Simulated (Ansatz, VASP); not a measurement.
TiSi: VASP beside Ansatz

```
CELL_PARAMETERS angstrom
0.00000 2.54262 2.54262
2.54262 0.00000 2.54262
2.54262 2.54262 0.00000
ATOMIC_POSITIONS crystal
Ti 0.00000 0.00000 0.00000
Si 0.50000 0.50000 0.50000
```

Alike in both runs: task relaxation of cell and atoms; functional r2SCAN; k mesh 14 × 14 × 14; occupations gaussian, width 0.1 eV; no spin polarisation.

|  | VASP | Ansatz |
| --- | --- | --- |
| version | VASP 6.6.1 | Ansatz 0.2.0 |
| potentials or method | VASP PAW PBE potentials, release 64 (Ti_sv, Si), cutoff 600 eV | scalar-relativistic, plane waves, PAW |
| valence electrons in the cell | 16 | 16 |

Ansatz gave:

| Property | Result |
| --- | --- |
| gap on the k mesh at the Fermi level, each at its own relaxed structure (eV) | none |
| relaxed volume (Å³/atom) | 16.47 |
| relaxed length of the cell vector where the two differ most in proportion (Å) | 3.598 |

Problem. Which values does VASP return?

Solution. gap on the k mesh at the Fermi level, each at its own relaxed structure (eV): none; relaxed volume (Å³/atom): 16.50; relaxed length of the cell vector where the two differ most in proportion (Å): 3.601.

VASP's potentials were made for PBE, not for r2SCAN. A gap of «none» marks a metal or a gap that the smearing closes.
